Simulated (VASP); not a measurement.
Li3Ga2Sb3, 8 atoms in the cell. The structure is cubic, space group Pm-3m (No. 221). Conventional cell: a = 5.664 Å, b = 5.664 Å, c = 5.664 Å, α = 90.00°, β = 90.00°, γ = 90.00°. Li (site symmetry 4/mmm) has 2 Ga at 2.83 Å and 4 Sb at 2.83 Å within 3.7 Å. Ga (site symmetry m-3m) has 6 Sb at 2.83 Å within 3.7 Å. Ga (site symmetry m-3m) has 6 Li at 2.83 Å within 3.7 Å. Sb (site symmetry 4/mmm) has 4 Li at 2.83 Å and 2 Ga at 2.83 Å within 3.7 Å. 

| Quantity | Value |
| --- | --- |
| Program | VASP 6.6.1 |
| Task | single point |
| Functional | PBE |
| Potentials or basis | VASP PAW PBE potentials, release 64 (Li_sv, Ga_d, Sb) |
| Cutoff | 520 eV |
| k mesh | 4 × 4 × 4 |
| Occupations | gaussian, width 0.1 eV |
| Spin | no spin polarisation |
| Dipole correction | no |
| Further INCAR settings | ALGO = Normal; EDIFF = 1e-07; NBANDS = 35 |

Potentials or basis: VASP PAW PBE potentials, release 64 (Li_sv, Ga_d, Sb).

Launch:

```bash
$ cat potpaw_PBE.64/Li_sv/POTCAR potpaw_PBE.64/Ga_d/POTCAR potpaw_PBE.64/Sb/POTCAR > POTCAR
$ mpirun -np 1 vasp_std > vasp.out
```

Hardware: 1 thread of Intel(R) Xeon(R) 6975P-C (Granite Rapids), with other jobs on the host.

Task: How long does it take, and how much memory?

Result: Run time: 34 s on 1 thread of Intel(R) Xeon(R) 6975P-C (Granite Rapids) (shared host), peak memory 0.28 GiB. Counts: scf iterations 15, k points 10.
